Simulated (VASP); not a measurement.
Wanted: the native input for a VASP 6.6.1 run.

| Quantity | Value |
| --- | --- |
| Task | relaxation of cell and atoms |
| Functional | PBE |
| Potentials or basis | VASP PAW PBE potentials, release 64 (Ta_pv, H) |
| Cutoff | 500 eV |
| k mesh | 7 × 7 × 7 |
| Occupations | gaussian, width 0.2 eV |
| Spin | no spin polarisation |
| Dipole correction | no |
| Further INCAR settings | ALGO = Normal; EDIFF = 1e-07; IBRION = 2; EDIFFG = -0.08; NSW = 36; ISIF = 3 |

The structure of TaH lies in POSCAR:

```
TaH
1.0
    2.9720026100      0.0000000000      0.0000000000
    0.0000000000      2.9720026100      0.0000000000
    0.0000000000      0.0000000000      2.9720026100
Ta H
1 1
Direct
    0.5000000000      0.5000000000      0.5000000000
    0.0000000000      0.0000000000      0.0000000000
```

One way to write it, as run:

INCAR

```
PREC = Accurate ; ENCUT = 500
EDIFF = 1E-7 ; ISMEAR = 0
SIGMA = 0.2 ; LREAL = F
LASPH = T ; NELM = 120
ALGO = Normal ; ISIF = 3
LWAVE = F ; LCHARG = F
GGA = PE ; IBRION = 2
NSW = 36 ; EDIFFG = -0.08
GGA_COMPAT = F ; NELMIN = 4
```

KPOINTS

```
Automatic mesh
0
Gamma
  7 7 7
```

Potentials or basis: VASP PAW PBE potentials, release 64 (Ta_pv, H).

Command:

```console
$ cat potpaw_PBE.64/Ta_pv/POTCAR potpaw_PBE.64/H/POTCAR > POTCAR
$ mpirun -np 1 vasp_std > vasp.out
```

Results of the run:

- Relaxed volume: 10.72 Å³/atom
- Relaxed cell: a = 2.778 Å, b = 2.778 Å, c = 2.778 Å, α = 90.00°, β = 90.00°, γ = 90.00°
- Space group after relaxing (to 0.05 Å): Pm-3m (No. 221)
- Energy gained by relaxing: 200.6 meV/atom
- Ionic steps: 3
- Pressure after relaxing: 0.0 GPa
- Band gap on the k mesh: zero (band 6 reaches 8.02 eV, above the bottom of band 7 at 5.10 eV)

Caveat: the volume moved by over 15 % at a fixed basis, so the end points are rough; spin-orbit coupling is left out, which moves the levels of the heavy elements.

Wall time 8.1 s on 1 thread of Intel(R) Xeon(R) 6975P-C (Granite Rapids), with other jobs on the host, peak memory 0.14 GiB.
